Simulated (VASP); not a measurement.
# BN in VASP: notebook

Runs on BN. Level: PBE. Tasks: single point.

All numbers are computed with VASP 6.6.1; they aren't measurements. Logs are shortened: lines on timing, memory, paths and dates and some standing lists are left out, and cuts for length are marked.

## Step 1: The cell of the first run

It takes space group F-43m (No. 216, cubic). The conventional cell has a = 3.662 Å, b = 3.662 Å, c = 3.662 Å, α = 90.00°, β = 90.00°, γ = 90.00°. N (site symmetry -43m) has 4 B at 1.59 Å within 2.1 Å. Within 2.1 Å of B (site symmetry -43m) lie 4 N at 1.59 Å.

## Step 2: Single point, PBE

INCAR reads:

```
  PREC = Accurate
  ENCUT = 520
  EDIFF = 1E-6
  ISMEAR = -1
  SIGMA = 0.02
  LREAL = False
  LASPH = True
  NELM = 100
  ALGO = Normal
  ISIF = 2
  LWAVE = False
  LCHARG = False
  GGA = PE
  NBANDS = 11
```

KPOINTS reads:

```
regular mesh
0
Gamma
  20 20 20
```

POSCAR reads:

```
BN
1.0
    0.0000000000      1.8309526724      1.8309526724
    1.8309526724      0.0000000000      1.8309526724
    1.8309526724      1.8309526724      0.0000000000
N B
1 1
Direct
    0.2500000000      0.2500000000      0.2500000000
    0.0000000000      0.0000000000      0.0000000000
```

Potentials or basis: VASP PAW PBE potentials, release 64 (N, B).

Started as:

```
$ cat potpaw_PBE.64/N/POTCAR potpaw_PBE.64/B/POTCAR > POTCAR
$ mpirun -np 1 vasp_std > vasp.out
```

OUTCAR:

```text
PREC = Accurate
   ENCUT = 520
   EDIFF = 1E-6
   ISMEAR = -1
   LREAL = False
   LASPH = True
   NELM = 100
   ISIF = 2
   GGA = PE

 ion  position               nearest neighbor table
   1  0.250  0.250  0.250-   2 1.59   2 1.59   2 1.59   2 1.59
   2  0.000  0.000  0.000-   1 1.59   1 1.59   1 1.59   1 1.59

  LATTYP: Found a face centered cubic cell.
 ALAT       =     3.6619053448

  Lattice vectors:

 A1 = (   0.0000000000,   1.8309526724,   1.8309526724)
 A2 = (   1.8309526724,   0.0000000000,   1.8309526724)
 A3 = (   1.8309526724,   1.8309526724,   0.0000000000)

Analysis of symmetry for initial positions (statically):
=====================================================================
 Subroutine PRICEL returns:
 Original cell was already a primitive cell.

 Routine SETGRP: Setting up the symmetry group for a
 face centered cubic supercell.

 Subroutine GETGRP returns: Found 24 space group operations
 (whereof 24 operations were pure point group operations)
 out of a pool of 48 trial point group operations.

The static configuration has the point symmetry T_d .

Analysis of symmetry for dynamics (positions and initial velocities):
=====================================================================
 Subroutine PRICEL returns:
 Original cell was already a primitive cell.

 Routine SETGRP: Setting up the symmetry group for a
 face centered cubic supercell.

 Subroutine GETGRP returns: Found 24 space group operations
 (whereof 24 operations were pure point group operations)
 out of a pool of 48 trial point group operations.

The dynamic configuration has the point symmetry T_d .

 Subroutine INISYM returns: Found 24 space group operations
 (whereof 24 operations are pure point group operations),
 and found     1 'primitive' translations

----------------------------------------------------------------------------------------

                                     Primitive cell

  volume of cell :      12.2761

  direct lattice vectors                    reciprocal lattice vectors
     0.000000000  1.830952672  1.830952672    -0.273081881  0.273081881  0.273081881
     1.830952672  0.000000000  1.830952672     0.273081881 -0.273081881  0.273081881
     1.830952672  1.830952672  0.000000000     0.273081881  0.273081881 -0.273081881

  length of vectors
     2.589358101  2.589358101  2.589358101     0.472991693  0.472991693  0.472991693

  position of ions in fractional coordinates (direct lattice)
     0.250000000  0.250000000  0.250000000
     0.000000000  0.000000000  0.000000000

  ion indices of the primitive-cell ions
   primitive index   ion index
                 1           1
                 2           2

----------------------------------------------------------------------------------------

 KPOINTS: regular mesh

Automatic generation of k-mesh.
 Grid dimensions read from file:
 generate k-points for:   20   20   20

 Generating k-lattice:

  Cartesian coordinates                     Fractional coordinates (reciprocal lattice)
    -0.013654094  0.013654094  0.013654094     0.050000000  0.000000000  0.000000000
     0.013654094 -0.013654094  0.013654094     0.000000000  0.050000000  0.000000000
     0.013654094  0.013654094 -0.013654094     0.000000000  0.000000000  0.050000000

  Length of vectors
     0.023649585  0.023649585  0.023649585

  Shift w.r.t. Gamma in fractional coordinates (k-lattice)
     0.000000000  0.000000000  0.000000000

 Subroutine IBZKPT returns following result:
 ===========================================

 Found    256 irreducible k-points:

 Following reciprocal coordinates:
            Coordinates               Weight
  0.000000  0.000000  0.000000      1.000000
  0.050000  0.000000  0.000000      8.000000
  0.100000  0.000000  0.000000      8.000000
  0.150000  0.000000  0.000000      8.000000
  0.200000  0.000000  0.000000      8.000000
  0.250000  0.000000  0.000000      8.000000
[... 16 lines left out ...]
 -0.400000  0.050000  0.000000     24.000000
 -0.350000  0.050000  0.000000     24.000000
 [... further k-points ...]
   k-points           NKPTS =    256   k-points in BZ     NKDIM =    256   number of bands    NBANDS=     11
   number of dos      NEDOS =    301   number of ions     NIONS =      2
   total plane-waves  NPLWV =   8000
   dimension x,y,z NGX =    20 NGY =   20 NGZ =   20
   dimension x,y,z NGXF=    40 NGYF=   40 NGZF=   40
   ions per type =               1   1
   NGX,Y,Z   is equivalent  to a cutoff of  12.84, 12.84, 12.84 a.u.
   NGXF,Y,Z  is equivalent  to a cutoff of  25.68, 25.68, 25.68 a.u.
 SYSTEM =  unknown system
   PREC   = accura    normal or accurate (medium, high low for compatibility)
   ISTART =      0    job   : 0-new  1-cont  2-samecut
   ICHARG =      2    charge: 1-file 2-atom 10-const
   ISPIN  =      1    spin polarized calculation?
   LNONCOLLINEAR =      F non collinear calculations
   LSORBIT =      F    spin-orbit coupling
   LASPH  =      T    aspherical Exc in radial PAW
   ENCUT  =  520.0 eV  38.22 Ry    6.18 a.u.   4.81  4.81  4.81*2*pi/ulx,y,z
   NELM   =    100;   NELMIN=  2; NELMDL= -5     # of ELM steps
   EDIFF  = 0.1E-05   stopping-criterion for ELM
   LREAL  =      F    real-space projection
   EDIFFG = 0.1E-04   stopping-criterion for IOM
   NSW    =      0    number of steps for IOM
   IBRION =     -1    ionic relax: 0-MD 1-quasi-New 2-CG
   NFREE  =      0    steps in history (QN), initial steepest desc. (CG)
   ISIF   =      2    stress and relaxation
   ISYM   =      2    0-nonsym 1-usesym 2-fastsym
   POTIM  = 0.5000    time-step for ionic-motion
   TEBEG  =    0.0;   TEEND  =   0.0 temperature during run
   PSTRESS=    0.0 pullay stress
   NELECT =       8.0000    total number of electrons
   NUPDOWN=      -1.0000    fix difference up-down
   EMIN   =  10.00;   EMAX   =-10.00  energy-range for DOS
   EFERMI =   0.00;   METHOD = LEGACY
   ISMEAR =    -1;   SIGMA  =   0.02  broadening in eV -4-tet -1-fermi 0-gaus
   EFERMI_NEDOS =   21; number of points for ismear=-14 and -15
   IALGO  =     38    algorithm
   IMIX   =      4    mixing-type and parameters
     AMIX     =   0.40;   BMIX     =  1.00
     AMIX_MAG =   1.60;   BMIX_MAG =  1.00
  volume/ion in A,a.u.               =       6.14        41.42
  Fermi-wavevector in a.u.,A,eV,Ry     =   1.419333  2.682151 27.409030  2.014507
  Thomas-Fermi vector in A             =   2.540365
   LORBIT       =      0    0 simple, 1 ext, 2 COOP (PROOUT), +10 PAW based schemes
   GGA     = PE    functional components
   LHFCALC =     F    Hartree Fock is set to
   AEXX    =    0.0000 exact exchange contribution
   IVDW    =     0    specifies the selected vdW correction
   LEPSILON=     F    determine dielectric tensor
   LRPA    =     F    only Hartree local field effects (RPA)
 non-spin polarized calculation
  energy-cutoff  :      520.00
  volume of cell :       12.28
 maximum number of plane-waves:       343
   NGX =  9   NGY =  9   NGZ =  9

 number of electron       8.0000001 magnetization

 Free energy of the ion-electron system (eV)
  ---------------------------------------------------
  ext. energy  EPLUGINS =         0.00000000
  ---------------------------------------------------
  free energy    TOTEN  =       -17.43932413 eV

  energy without entropy =      -17.43932413  energy(sigma->0) =      -17.43932413

 E-fermi :   7.3205     XC(G=0): -12.6320

 val. band max:        6.9340670997   @ k =   0.0000   0.0000   0.0000
 cond. band min:      11.3512913509   @ k =   0.5000   0.5000   0.0000
 fundamental gap:      4.4172242511
 Fermi energy:         7.3204688145

 k-point     1 :       0.0000    0.0000    0.0000
  band No.  band energies     occupation
      1     -12.8635      2.00000
      2       6.9341      2.00000
      3       6.9341      2.00000
      4       6.9341      2.00000
      5      15.5700      0.00000
      6      15.5700      0.00000
      7      15.5700      0.00000
      8      16.6614      0.00000
      9      30.9672      0.00000
     10      34.2356      0.00000
     11      34.2356      0.00000

 k-point     2 :       0.0500    0.0000    0.0000
  band No.  band energies     occupation
      1     -12.8045      2.00000
      2       6.5953      2.00000
      3       6.8695      2.00000
      4       6.8695      2.00000
      5      15.6346      0.00000
      6      15.6683      0.00000
      7      15.6683      0.00000
      8      16.8857      0.00000
      9      30.9249      0.00000
     10      32.9554      0.00000
     11      32.9554      0.00000

 k-point     3 :       0.1000    0.0000    0.0000
  band No.  band energies     occupation
      1     -12.6281      2.00000
      2       5.6956      2.00000
      3       6.6907      2.00000
      4       6.6907      2.00000
      5      15.7597      0.00000
      6      15.9378      0.00000
      7      15.9378      0.00000
      8      17.5061      0.00000
      9      30.7806      0.00000
     10      31.7120      0.00000
     11      31.7120      0.00000

 k-point     4 :       0.1500    0.0000    0.0000
  band No.  band energies     occupation
      1     -12.3368      2.00000
      2       4.4563      2.00000
      3       6.4342      2.00000
      4       6.4342      2.00000
      5      15.8940      0.00000
      6      16.3117      0.00000
      7      16.3117      0.00000
      8      18.3430      0.00000
      9      30.5208      0.00000
     10      30.8000      0.00000
     11      30.8000      0.00000
[... 239 lines left out ...]
 k-point    22 :      -0.4500    0.0500    0.0000
  band No.  band energies     occupation
      1      -8.8865      2.00000
      2      -3.2119      2.00000
      3       4.8130      2.00000
      4       5.0513      2.00000
      5      16.7282      0.00000
      6      17.3652      0.00000
      7      17.5377      0.00000
      8      21.8295      0.00000
      9      29.5767      0.00000
     10      32.6613      0.00000
     11      32.9113      0.00000

 k-point    23 :      -0.4000    0.0500    0.0000
  band No.  band energies     occupation
      1      -9.3243      2.00000
      2      -2.5393      2.00000
      3       4.8232      2.00000
      4       5.2009      2.00000
      5      16.6969      0.00000
      6      17.4395      0.00000
      7      17.4596      0.00000
      8      21.6388      0.00000
      9      29.5072      0.00000
     10      31.6135      0.00000
     11      32.9556      0.00000

 k-point    24 :      -0.3500    0.0500    0.0000
  band No.  band energies     occupation
      1      -9.9395      2.00000
      2      -1.4949      2.00000
      3       4.9055      2.00000
      4       5.4091      2.00000
      5      16.6208      0.00000
      6      17.3580      0.00000
      7      17.5040      0.00000
      8      21.2897      0.00000
      9      29.4124      0.00000
     10      30.5600      0.00000
     11      32.5781      0.00000

 [... further k-points ...]

------------------------ aborting loop because EDIFF is reached ----------------------------------------

  FORCE on cell =-STRESS in cart. coord.  units (eV):
  Direction    XX          YY          ZZ          XY          YZ          ZX
  --------------------------------------------------------------------------------------
  -------------------------------------------------------------------------------------
  Total       -0.8125775     -0.8125775     -0.8125775     -0.0000000      0.0000000     -0.0000000
  in kB     -106.0508133   -106.0508133   -106.0508133     -0.0000000      0.0000000     -0.0000000
  external PRESSURE =    -106.0508133 kB  Pullay stress =       0.0000000 kB

 VOLUME and BASIS-vectors are now :
 -----------------------------------------------------------------------------
  energy-cutoff  :      520.00
  volume of cell :       12.28
      direct lattice vectors                 reciprocal lattice vectors
     0.000000000  1.830952672  1.830952672    -0.273081881  0.273081881  0.273081881
     1.830952672  0.000000000  1.830952672     0.273081881 -0.273081881  0.273081881
     1.830952672  1.830952672  0.000000000     0.273081881  0.273081881 -0.273081881

 POSITION                                       TOTAL-FORCE (eV/Angst)
 -----------------------------------------------------------------------------------
      0.91548      0.91548      0.91548         0.000000     -0.000000      0.000000
      0.00000      0.00000      0.00000        -0.000000      0.000000     -0.000000
 -----------------------------------------------------------------------------------
    total drift:                                0.000000      0.000000      0.000000

  FREE ENERGIE OF THE ION-ELECTRON SYSTEM (eV)
  ---------------------------------------------------
  free  energy   TOTEN  =       -17.4393241347 eV

  energy  without entropy=      -17.4393241347  energy(sigma->0) =      -17.43932413
```

It took 18 s on 1 thread of Intel Xeon Platinum 8559C (Emerald Rapids), shared host; peak memory 0.14 GiB.

Results:

* Free energy: -17.4393 eV
* Pressure: -10.6 GPa
* Band gap on the k mesh: 4.42 eV, indirect (least direct gap 8.64 eV)

## Step 3: Single point, PBE

This run uses another cell than the first one, of 6.32 Å³/atom, 1.029 times its volume.

INCAR reads:

```
SYSTEM = BN
PREC = Accurate
ENCUT = 520
EDIFF = 1E-6
ISMEAR = -1
SIGMA = 0.02
LREAL = .False.
LASPH = .True.
NELM = 60
ALGO = Normal
ISIF = 2
LWAVE = .False.
LCHARG = .True.
GGA = PE
LELF = .True.
LVHAR = .True.
NBANDS = 11
```

KPOINTS reads:

```
regular mesh
0
Gamma
  20 20 20
  0 0 0
```

POSCAR reads:

```
BN
1.0
    0.0000000000      1.8485590667      1.8485590667
    1.8485590667      0.0000000000      1.8485590667
    1.8485590667      1.8485590667      0.0000000000
N B
1 1
Direct
    0.2500000000      0.2500000000      0.2500000000
    0.0000000000      0.0000000000      0.0000000000
```

Potentials or basis: VASP PAW PBE potentials, release 64 (N, B).

Started as:

```
$ cat potpaw_PBE.64/N/POTCAR potpaw_PBE.64/B/POTCAR > POTCAR
$ mpirun -np 1 vasp_std > vasp.out
```

Wall time 20 s (1 thread of Intel Xeon Platinum 8559C (Emerald Rapids), shared host); peak memory 0.14 GiB.

It converged, with:

| Item | Value |
| --- | --- |
| Free energy | -17.4059 eV |
| Pressure | -19.7 GPa |
| Band gap on the k mesh | 4.38 eV, indirect (least direct gap 8.50 eV) |

Levels at points of the mesh, in eV from the valence-band top:
```tsv
k point	band 1	band 2	band 3	band 4	band 5	band 6	band 7	band 8
(0.00, 0.00, 0.00)	-19.48	0.00	0.00	0.00	8.50	8.50	8.50	9.27
(0.50, 0.00, 0.00)	-15.58	-10.09	-1.82	-1.82	9.28	10.33	10.33	14.57
(0.50, 0.50, 0.00)	-14.31	-8.49	-4.58	-4.58	4.38	8.85	16.91	16.91
```

A k mesh can miss the band edges. Expect the measured gap to be larger: semilocal functionals such as PBE lack the derivative discontinuity.

## Step 4: Single point, PBE

This run uses another cell than the first one, of 5.96 Å³/atom, 0.971 times its volume.

INCAR reads:

```
PREC = Accurate ; ENCUT = 520
EDIFF = 1E-7 ; ISMEAR = -1
SIGMA = 0.02 ; LREAL = False
LASPH = True ; NELM = 100
ALGO = Normal ; ISIF = 2
LWAVE = False ; LCHARG = False
GGA = PE ; NBANDS = 11
```

KPOINTS reads:

```
regular mesh
0
Gamma
  20 20 20
```

POSCAR reads:

```
BN
1.0
    0.0000000000      1.8130010000      1.8130010000
    1.8130010000      0.0000000000      1.8130010000
    1.8130010000      1.8130010000      0.0000000000
N B
1 1
Direct
    0.2775785838      0.2775785838      0.2224214162
    0.0000000000      0.0000000000      0.0000000000
```

Started as:

```
$ cat potpaw_PBE.64/N/POTCAR potpaw_PBE.64/B/POTCAR > POTCAR
$ mpirun -np 1 vasp_std > vasp.out
```

Run time: 76 s. Hardware: 1 thread of Intel Xeon Platinum 8559C (Emerald Rapids), shared host; peak memory 0.24 GiB.

Results (log left out):

```yaml
Free_energy: -17.3338 eV
Pressure: 2.7 GPa
Largest_force: 2.319 eV/Å
Band_gap_on_the_k_mesh: 3.56 eV, indirect (least direct gap 7.47 eV)
```

Forces on the atoms (eV/Å):
```
N    0.000  0.000 -2.319
B    0.000  0.000  2.319
```

Stress tensor (GPa, compression positive):
```
 3.08 -2.01  0.00
-2.01  3.08  0.00
 0.00  0.00  1.80
```

Levels at points of the mesh, in eV from the valence-band top:
```csv
k point,band 2,band 3,band 4,band 5,band 6,band 7
"(0.00, 0.00, 0.00)",-1.75,-0.68,0.00,7.47,7.84,8.90
"(0.50, 0.00, 0.00)",-11.53,-3.12,-2.01,8.99,9.00,11.47
"(0.00, 0.00, 0.50)",-11.22,-3.47,-2.12,8.25,9.59,10.89
"(0.50, 0.50, 0.00)",-9.62,-6.11,-5.25,3.69,8.44,16.27
"(0.00, 0.50, 0.50)",-9.68,-5.56,-5.55,3.56,8.14,17.22
```

Caveat: forces of over 1 eV/Å act on the atoms, so gaps and moduli don't describe the material at rest.

## Step 5: Overview

```tsv
cell	gap on the mesh (eV)	pressure (GPa)
a = 2.589 Å, angles 60.0°, 2 atoms	4.42	-10.6
a = 2.614 Å, angles 60.0°, 2 atoms	4.38	-19.7
a = 2.564 Å, angles 60.0°, 2 atoms	3.56	2.7
```

Alike in all rows: task single point; level PBE; potentials or basis VASP PAW PBE potentials, release 64 (N, B); no spin polarisation; k mesh 20 × 20 × 20; cutoff (eV) 520; smearing fermi-dirac 0.02 eV.

Caveats: forces of over 1 eV/Å act on the atoms, so gaps and moduli don't describe the material at rest (some runs).

Absolute energies hang on the potentials; compare differences alone.
